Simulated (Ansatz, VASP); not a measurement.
This is a calculation of CuO for Ansatz 0.2.0.

input.yaml

```yaml
crystal:
  lattice:
    - [1.990968, -2.15355, 0.0]
    - [1.990968, 2.15355, 0.0]
    - [0.0, 0.0, 5.155928]
  atoms:
    - { symbol: Cu, position: [0.5, 0.0, 0.0] }
    - { symbol: Cu, position: [0.0, 0.5, 0.5] }
    - { symbol: O, position: [0.5, 0.5, 0.25] }
    - { symbol: O, position: [0.5, 0.5, 0.75] }
hamiltonian:
  xc: pbesol
  pseudopotentials: { kind: paw }
kpoints:
  mp_grid: { grid: [9, 9, 5] }
scf:
  occupations: { method: fermi_dirac, width: 0.05 }
output:
  forces: true
  stress: true
  eigenvalues: true
```

Potentials or basis: Ansatz PAW.

Run with:

```bash
$ ansatz run input.yaml --threads 1 --pin off --max-ram 3584MiB --backend cpu --events-out ev --progress --plain --runs-dir out
```

**Question.** Set up the same calculation for VASP 6.6.1. Potentials there: VASP PAW PBE potentials, release 64 (Cu_sv_GW, O).

**Answer.** As run (the cutoff follows the program's own potentials):

INCAR

```
ALGO     = Normal         # electronic algorithm
EDIFF    = 1E-6           # SCF threshold, eV
ENCUT    = 820            # plane-wave cutoff, eV
GGA      = PS             # functional
GGA_COMPAT= F            
ISIF     = 2              # what is computed and relaxed
ISMEAR   = -1             # smearing method
LASPH    = T              # aspherical terms in the spheres
LCHARG   = T              # write CHGCAR
LELF     = T              # ELF
LREAL    = F              # projectors in reciprocal space
LVHAR    = T            
LWAVE    = F              # write WAVECAR
NBANDS   = 33             # bands
NELM     = 120            # most SCF steps
PREC     = Accurate       # precision mode
SIGMA    = 0.05           # smearing width, eV
```

The input KPOINTS:

```
k-points
0
Gamma
  9 9 5
```

Contents of POSCAR:

```
CuO
1.0
    1.9909680000     -2.1535500000      0.0000000000
    1.9909680000      2.1535500000      0.0000000000
    0.0000000000      0.0000000000      5.1559280000
Cu O
2 2
Direct
    0.5000000000      0.0000000000      0.0000000000
    0.0000000000      0.5000000000      0.5000000000
    0.5000000000      0.5000000000      0.2500000000
    0.5000000000      0.5000000000      0.7500000000
```

Potentials or basis: VASP PAW PBE potentials, release 64 (Cu_sv_GW, O).

Launch:

```sh
$ cat potpaw_PBE.64/Cu_sv_GW/POTCAR potpaw_PBE.64/O/POTCAR > POTCAR
$ mpirun -np 1 vasp_std > vasp.out
```

Both were run:

|  | VASP | Ansatz | Ansatz less VASP |
| --- | --- | --- | --- |
| gap on the k mesh at the Fermi level (eV) | none | none | - |
| pressure (GPa) | -6.8 | -6.0 | +0.79 |
| traceless stress, the component that is largest in VASP (GPa) | 1.58 | 1.61 | +0.034 |

VASP's potentials were made for PBE, not for PBEsol. A gap of «none» marks a metal or a gap that the smearing closes.
